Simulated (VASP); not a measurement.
A run of VASP 6.6.1 is set up as follows.

Contents of INCAR:

```
SYSTEM = TaF3
PREC = Accurate ; ENCUT = 600
EDIFF = 1E-7 ; ISMEAR = 0
SIGMA = 0.1 ; LREAL = .False.
LASPH = .True. ; NELM = 100
ALGO = Normal ; ISIF = 3
LWAVE = .False. ; LCHARG = .False.
GGA = PE ; IBRION = 2
NSW = 70 ; EDIFFG = -0.02
```

KPOINTS

```
regular mesh
0
Gamma
  12 12 12
  0 0 0
```

Contents of POSCAR:

```
TaF3
1.0
    4.1220596261      0.0000000000      0.0000000000
    0.0000000000      4.1220596261      0.0000000000
    0.0000000000      0.0000000000      4.1220596261
Ta F
1 3
Direct
    0.0000000000      0.0000000000      0.0000000000
    0.5000000000      0.0000000000      0.0000000000
    0.0000000000      0.5000000000      0.0000000000
    0.0000000000      0.0000000000      0.5000000000
```

Potentials or basis: VASP PAW PBE potentials, release 64 (Ta_pv, F).

Command:

```console
$ cat potpaw_PBE.64/Ta_pv/POTCAR potpaw_PBE.64/F/POTCAR > POTCAR
$ mpirun -np 1 vasp_std > vasp.out
```

Q: Estimate the band gap on the k mesh.

A: Zero (bands 16 and 17 overlap by 2.20 eV).

Final structure:
```
Ta F
1.0
     4.12206    0.00000    0.00000
     0.00000    4.12206    0.00000
     0.00000    0.00000    4.12206
Ta F
1 3
Cartesian
  0.0000 0.0000 0.0000
  2.0610 0.0000 0.0000
  0.0000 2.0610 0.0000
  0.0000 0.0000 2.0610
```

Caveat: the relaxation stopped at its first step, so nothing moved; spin-orbit coupling is left out, which moves the levels of the heavy elements.
